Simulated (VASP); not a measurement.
The system is SnSe.

```
Sn Se
1.0
    11.16046    0.00000    0.00000
     0.00000    4.06172    0.00000
     0.00000    0.00000    4.25923
Sn Se
4 4
Direct
  0.11703 0.25000 0.09234
  0.38297 0.75000 0.59234
  0.61703 0.25000 0.40766
  0.88297 0.75000 0.90766
  0.35769 0.25000 0.02292
  0.14231 0.75000 0.52292
  0.85769 0.25000 0.47708
  0.64231 0.75000 0.97708
```

```yaml
Program: VASP 6.6.1
Task: relaxation of shape and atoms at fixed volume
Functional: LDA
Potentials_or_basis: VASP PAW LDA potentials, release 64 (Sn_d, Se)
Cutoff: 600 eV
k_mesh: 4 × 8 × 8
Occupations: gaussian, width 0.03 eV
Spin: no spin polarisation
```

At the start: pressure 2.8 GPa; volume 24.13 Å³/atom.

Problem. Where does the relaxation end?

Solution. Over 18 steps the energy falls by 2.5 meV/atom; space group Pnma (No. 62, to 0.1 Å) before and after.

The path:
```
step  energy change (eV)  largest force (eV/Å)  pressure (GPa)
   1              0.0000                0.2245            2.75
   2             -0.0115                0.1286            2.45
   3             -0.0167                0.0385            2.10
   4             -0.0168                0.0400            2.09
   5             -0.0179                0.0140            2.04
   6             -0.0179                0.0157            2.04
   7             -0.0181                0.0163            2.04
   8             -0.0185                0.0178            2.03
   9             -0.0185                0.0183            2.02
  10             -0.0187                0.0152            2.02
  11             -0.0190                0.0119            2.00
  12             -0.0189                0.0253            1.98
  13             -0.0191                0.0174            1.99
  14             -0.0193                0.0201            1.99
  15             -0.0195                0.0256            1.98
  16             -0.0195                0.0224            1.98
  17             -0.0198                0.0132            1.97
  18             -0.0199                0.0079            1.95
```

Final structure:
```yaml
crystal:
  lattice:
    - [11.17639, 0.00000, 0.00000]
    - [0.00000, 4.08651, 0.00000]
    - [0.00000, 0.00000, 4.22736]
  atoms:
    - { symbol: Sn, position: [0.11615, 0.25000, 0.07962] }
    - { symbol: Sn, position: [0.38385, 0.75000, 0.57962] }
    - { symbol: Sn, position: [0.61615, 0.25000, 0.42038] }
    - { symbol: Sn, position: [0.88385, 0.75000, 0.92038] }
    - { symbol: Se, position: [0.35900, 0.25000, 0.02272] }
    - { symbol: Se, position: [0.14100, 0.75000, 0.52272] }
    - { symbol: Se, position: [0.85900, 0.25000, 0.47728] }
    - { symbol: Se, position: [0.64100, 0.75000, 0.97728] }
```
